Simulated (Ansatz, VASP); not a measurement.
# Rh in VASP and in Ansatz

```
Rh
1.0
     0.00000    1.85911    1.85911
     1.85911    0.00000    1.85911
     1.85911    1.85911    0.00000
Rh
1
Direct
  0.00000 0.00000 0.00000
```

Alike in both runs: task single point; functional PBEsol-based screened hybrid with a share of 0.25 of exact exchange and HFSCREEN = 0.207; k mesh 6 × 6 × 6; occupations fermi-dirac, width 0.05 eV; no spin polarisation.

|  | VASP | Ansatz |
| --- | --- | --- |
| version | VASP 6.6.1 | Ansatz 0.2.0 |
| potentials or method | VASP PAW PBE potentials, release 64 (Rh_pv) | Ansatz PAW |
| plane-wave cutoff (eV) | 520 | 420 |
| valence electrons in the cell | 15 | 17 |

```csv
,VASP,Ansatz,Ansatz less VASP
gap on the k mesh at the Fermi level (eV),none,none,-
pressure (GPa),10.5,9.8,-0.75
```

VASP's potentials were made for PBE, not for PBEsol-based screened hybrid. A gap of «none» marks a metal or a gap that the smearing closes. The functional is the same, so the differences come from potentials, cutoffs and numerics. VASP's potentials hold 15 valence electrons a cell and Ansatz's 17, so a difference there can come from the potentials and not from the codes.

The k mesh is coarse, so the values compare programs but aren't converged.
